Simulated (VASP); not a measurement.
# PbSe (sol2) (R-3m) in VASP: notebook, part 2 of 2

VASP 6.6.1. The steps go on from the part before.

## 3. Relaxation of the atoms, PBEsol (strained cell)

INCAR

```
SYSTEM = PbSe
ALGO = Normal ; EDIFF = 1E-7
EDIFFG = -0.002 ; ENCUT = 450
GGA = PS ; GGA_COMPAT = .FALSE.
IBRION = 2 ; ISIF = 2
ISMEAR = 0 ; LASPH = .TRUE.
LCHARG = .FALSE. ; LREAL = .FALSE.
LWAVE = .FALSE. ; NELM = 120
NELMIN = 4 ; NSW = 60
PREC = Accurate ; SIGMA = 0.01
```

KPOINTS

```
k-points
0
G
  9 9 9
  0 0 0
```

POSCAR

```
PbSe
1.0
    0.0628290344      3.0683320673      3.0683320673
    3.0683320673      0.0628290344      3.0683320673
    3.0683320673      3.0683320673      0.0628290344
Pb Se
1 1
Direct
    0.0000000000      0.0000000000      0.0000000000
    0.5000000000      0.5000000000      0.5000000000
```

Potentials or basis: VASP PAW PBE potentials, release 64 (Pb_d, Se).

Started as:

```
$ cat potpaw_PBE.64/Pb_d/POTCAR potpaw_PBE.64/Se/POTCAR > POTCAR
$ mpirun -np 1 vasp_std > vasp.out
```

OUTCAR:

```text
SYSTEM = PbSe
   EDIFF = 1E-7
   EDIFFG = -0.002
   ENCUT = 450
   GGA = PS
   IBRION = 2
   ISIF = 2
   ISMEAR = 0
   LASPH = .TRUE.
   LREAL = .FALSE.
   NELM = 120
   NELMIN = 4
   NSW = 60
   PREC = Accurate

 ion  position               nearest neighbor table
   1  0.000  0.000  0.000-   2 3.04   2 3.04   2 3.04   2 3.04   2 3.04   2 3.04
   2  0.500  0.500  0.500-   1 3.04   1 3.04   1 3.04   1 3.04   1 3.04   1 3.04

  LATTYP: Found a trigonal (rhomboedric) cell.
 ALAT       =     4.3397316551
 COS(alpha) =     0.5203675156

  Lattice vectors:

 A1 = (   0.0628290344,   3.0683320673,   3.0683320673)
 A2 = (   3.0683320673,   0.0628290344,   3.0683320673)
 A3 = (   3.0683320673,   3.0683320673,   0.0628290344)

Analysis of symmetry for initial positions (statically):
=====================================================================
 Subroutine PRICEL returns:
 Original cell was already a primitive cell.

 Routine SETGRP: Setting up the symmetry group for a
 trigonal (rhombohedral) supercell.

 Subroutine GETGRP returns: Found 12 space group operations
 (whereof 12 operations were pure point group operations)
 out of a pool of 12 trial point group operations.

The static configuration has the point symmetry D_3d.

Analysis of symmetry for dynamics (positions and initial velocities):
=====================================================================
 Subroutine PRICEL returns:
 Original cell was already a primitive cell.

 Routine SETGRP: Setting up the symmetry group for a
 trigonal (rhombohedral) supercell.

 Subroutine GETGRP returns: Found 12 space group operations
 (whereof 12 operations were pure point group operations)
 out of a pool of 12 trial point group operations.

The dynamic configuration has the point symmetry D_3d.

 Subroutine INISYM returns: Found 12 space group operations
 (whereof 12 operations are pure point group operations),
 and found     1 'primitive' translations

----------------------------------------------------------------------------------------

                                     Primitive cell

  volume of cell :      56.0003

  direct lattice vectors                    reciprocal lattice vectors
     0.062829034  3.068332067  3.068332067    -0.168047500  0.164675504  0.164675504
     3.068332067  0.062829034  3.068332067     0.164675504 -0.168047500  0.164675504
     3.068332067  3.068332067  0.062829034     0.164675504  0.164675504 -0.168047500

  length of vectors
     4.339731655  4.339731655  4.339731655     0.287186361  0.287186361  0.287186361

  position of ions in fractional coordinates (direct lattice)
     0.000000000  0.000000000  0.000000000
     0.500000000  0.500000000  0.500000000

  ion indices of the primitive-cell ions
   primitive index   ion index
                 1           1
                 2           2

----------------------------------------------------------------------------------------

 KPOINTS: k-points

Automatic generation of k-mesh.
 Grid dimensions read from file:
 generate k-points for:    9    9    9

 Generating k-lattice:

  Cartesian coordinates                     Fractional coordinates (reciprocal lattice)
    -0.018671944  0.018297278  0.018297278     0.111111111 -0.000000000 -0.000000000
[... 39 lines left out ...]
  0.444444  0.444444 -0.000000      6.000000
 [... further k-points ...]
   k-points           NKPTS =     85   k-points in BZ     NKDIM =     85   number of bands    NBANDS=     14
   number of dos      NEDOS =    301   number of ions     NIONS =      2
   total plane-waves  NPLWV =  27000
   dimension x,y,z NGX =    30 NGY =   30 NGZ =   30
   dimension x,y,z NGXF=    60 NGYF=   60 NGZF=   60
   ions per type =               1   1
   NGX,Y,Z   is equivalent  to a cutoff of  11.49, 11.49, 11.49 a.u.
   NGXF,Y,Z  is equivalent  to a cutoff of  22.98, 22.98, 22.98 a.u.
 SYSTEM =  PbSe
   PREC   = accura    normal or accurate (medium, high low for compatibility)
   ISTART =      0    job   : 0-new  1-cont  2-samecut
   ICHARG =      2    charge: 1-file 2-atom 10-const
   ISPIN  =      1    spin polarized calculation?
   LNONCOLLINEAR =      F non collinear calculations
   LSORBIT =      F    spin-orbit coupling
   LASPH  =      T    aspherical Exc in radial PAW
   ENCUT  =  450.0 eV  33.07 Ry    5.75 a.u.   7.51  7.51  7.51*2*pi/ulx,y,z
   NELM   =    120;   NELMIN=  4; NELMDL= -5     # of ELM steps
   EDIFF  = 0.1E-06   stopping-criterion for ELM
   LREAL  =      F    real-space projection
   EDIFFG = -.2E-02   stopping-criterion for IOM
   NSW    =     60    number of steps for IOM
   IBRION =      2    ionic relax: 0-MD 1-quasi-New 2-CG
   NFREE  =      1    steps in history (QN), initial steepest desc. (CG)
   ISIF   =      2    stress and relaxation
   ISYM   =      2    0-nonsym 1-usesym 2-fastsym
   POTIM  = 0.5000    time-step for ionic-motion
   TEBEG  =    0.0;   TEEND  =   0.0 temperature during run
   PSTRESS=    0.0 pullay stress
   NELECT =      20.0000    total number of electrons
   NUPDOWN=      -1.0000    fix difference up-down
   EMIN   =  10.00;   EMAX   =-10.00  energy-range for DOS
   EFERMI =   0.00;   METHOD = LEGACY
   ISMEAR =     0;   SIGMA  =   0.01  broadening in eV -4-tet -1-fermi 0-gaus
   EFERMI_NEDOS =   21; number of points for ismear=-14 and -15
   IALGO  =     38    algorithm
   IMIX   =      4    mixing-type and parameters
     AMIX     =   0.40;   BMIX     =  1.00
     AMIX_MAG =   1.60;   BMIX_MAG =  1.00
  volume/ion in A,a.u.               =      28.00       188.95
  Fermi-wavevector in a.u.,A,eV,Ry     =   1.161506  2.194927 18.355556  1.349095
  Thomas-Fermi vector in A             =   2.298077
   LORBIT       =      0    0 simple, 1 ext, 2 COOP (PROOUT), +10 PAW based schemes
   GGA     = PS    functional components
   LHFCALC =     F    Hartree Fock is set to
   AEXX    =    0.0000 exact exchange contribution
   IVDW    =     0    specifies the selected vdW correction
   LEPSILON=     F    determine dielectric tensor
   LRPA    =     F    only Hartree local field effects (RPA)
 conjugate gradient relaxation of ions
 non-spin polarized calculation
 Gauss-broadening in eV      SIGMA  =   0.01
  energy-cutoff  :      450.00
  volume of cell :       56.00
 maximum number of plane-waves:      1243
 NGX is ok and might be reduce to    30
   NGX = 15   NGY = 15   NGZ = 15

 number of electron      19.9999997 magnetization

 Free energy of the ion-electron system (eV)
  ---------------------------------------------------
  ext. energy  EPLUGINS =         0.00000000
  ---------------------------------------------------
  free energy    TOTEN  =        -8.91148477 eV

  energy without entropy =       -8.91148477  energy(sigma->0) =       -8.91148477

 E-fermi :   5.2265     XC(G=0):  -9.8292

 val. band max:        5.1192257399   @ k =   0.4444   0.4444   0.4444
 cond. band min:       5.5599469818   @ k =   0.4444   0.0000  -0.0000
 fundamental gap:      0.4407212418
 Fermi energy:         5.2264858274

 k-point     1 :       0.0000    0.0000    0.0000
  band No.  band energies     occupation
      1     -11.5892      2.00000
      2     -11.5892      2.00000
      3     -11.5821      2.00000
      4     -11.5776      2.00000
      5     -11.5776      2.00000
      6      -8.6030      2.00000
      7      -1.0953      2.00000
      8       3.0556      2.00000
      9       3.3163      2.00000
     10       3.3163      2.00000
     11       9.9245      0.00000
     12       9.9245      0.00000
     13       9.9675      0.00000
     14      11.3431      0.00000
[... 377 lines left out ...]
      1     -11.7262      2.00000
      2     -11.6038      2.00000
      3     -11.5620      2.00000
      4     -11.5363      2.00000
      5     -11.5322      2.00000
      6      -7.1169      2.00000
      7      -2.3119      2.00000
      8       0.2535      2.00000
      9       1.7473      2.00000
     10       1.9530      2.00000
     11       8.7354      0.00000
     12      10.7234      0.00000
     13      10.7770      0.00000
     14      11.0923      0.00000

 [... further k-points ...]
[... 5 lines left out ...]
  --------------------------------------------------------------------------------------
  -------------------------------------------------------------------------------------
  Total        0.2748772      0.2748772      0.2748772     -0.1306798     -0.1306798     -0.1306798
  in kB        7.8642753      7.8642753      7.8642753     -3.7387684     -3.7387684     -3.7387684
  external PRESSURE =       7.8642753 kB  Pullay stress =       0.0000000 kB

 VOLUME and BASIS-vectors are now :
 -----------------------------------------------------------------------------
  energy-cutoff  :      450.00
  volume of cell :       56.00
      direct lattice vectors                 reciprocal lattice vectors
     0.062829034  3.068332067  3.068332067    -0.168047500  0.164675504  0.164675504
     3.068332067  0.062829034  3.068332067     0.164675504 -0.168047500  0.164675504
     3.068332067  3.068332067  0.062829034     0.164675504  0.164675504 -0.168047500

 POSITION                                       TOTAL-FORCE (eV/Angst)
 -----------------------------------------------------------------------------------
      0.00000      0.00000      0.00000        -0.000000      0.000000     -0.000000
      3.09975      3.09975      3.09975         0.000000     -0.000000      0.000000
 -----------------------------------------------------------------------------------
    total drift:                               -0.000000      0.000000      0.000000

  FREE ENERGIE OF THE ION-ELECTRON SYSTEM (eV)
  ---------------------------------------------------
  free  energy   TOTEN  =        -8.9114847744 eV

  energy  without entropy=       -8.9114847744  energy(sigma->0) =       -8.91148477

 reached required accuracy - stopping structural energy minimisation
```

OSZICAR:

```text
N       E                     dE             d eps       ncg     rms          rms(c)
DAV:   1     0.149608275508E+03    0.14961E+03   -0.90379E+03  2404   0.132E+03
DAV:   2     0.246192544707E+01   -0.14715E+03   -0.14377E+03  2500   0.334E+02
DAV:   3    -0.892001949845E+01   -0.11382E+02   -0.11254E+02  3156   0.988E+01
DAV:   4    -0.915670752105E+01   -0.23669E+00   -0.23660E+00  2564   0.175E+01
DAV:   5    -0.916484002314E+01   -0.81325E-02   -0.81324E-02  3206   0.310E+00    0.272E+00
DAV:   6    -0.891852439659E+01    0.24632E+00   -0.64086E-01  3510   0.697E+00    0.157E+00
DAV:   7    -0.891117233456E+01    0.73521E-02   -0.10549E-01  2748   0.195E+00    0.810E-01
DAV:   8    -0.891177167973E+01   -0.59935E-03   -0.10341E-02  2806   0.134E+00    0.110E-01
DAV:   9    -0.891146022160E+01    0.31146E-03   -0.20727E-03  3582   0.518E-01    0.449E-02
DAV:  10    -0.891148669778E+01   -0.26476E-04   -0.13652E-04  2554   0.863E-02    0.163E-02
DAV:  11    -0.891148475670E+01    0.19411E-05   -0.32494E-05  3404   0.688E-02    0.451E-03
DAV:  12    -0.891148480469E+01   -0.47985E-07   -0.25940E-06  3094   0.193E-02    0.157E-03
DAV:  13    -0.891148477441E+01    0.30274E-07   -0.78189E-08  1640   0.440E-03
   1 F= -.89114848E+01 E0= -.89114848E+01  d E =-.891148E+01
```

CONTCAR:

```text
PbSe
   1.00000000000000
     0.0628290344000000    3.0683320673000001    3.0683320673000001
     3.0683320673000001    0.0628290344000000    3.0683320673000001
     3.0683320673000001    3.0683320673000001    0.0628290344000000
  Pb              Se
     1     1
Direct
     0.0000000000000000    0.0000000000000000    0.0000000000000000
     0.5000000000000000    0.5000000000000000    0.5000000000000000

  0.00000000E+00  0.00000000E+00  0.00000000E+00
  0.00000000E+00  0.00000000E+00  0.00000000E+00
```

It took 65 s on 1 thread of Intel Xeon 6975P-C, shared host; peak memory 0.21 GiB.

What came out:

| Quantity | Value |
| --- | --- |
| Free energy | -8.9115 eV |
| Pressure after relaxing | 0.8 GPa |
| Band gap on the k mesh | 0.44 eV, indirect (least direct gap 0.61 eV) |

Stress tensor (GPa, compression positive):
```
 0.79 -0.37 -0.37
-0.37  0.79 -0.37
-0.37 -0.37  0.79
```

Final structure:
```
Pb Se
1.0
     0.06283    3.06833    3.06833
     3.06833    0.06283    3.06833
     3.06833    3.06833    0.06283
Pb Se
1 1
Direct
  0.00000 0.00000 0.00000
  0.50000 0.50000 0.50000
```

Caveat: the cell differs from its parent crystal (strained cell); the relaxation stopped at its first step, so nothing moved; the PAW data sets were made with another functional, which shifts forces and pressure a little; spin-orbit coupling is left out, which moves the levels of the heavy elements. A k mesh can miss the band edges.
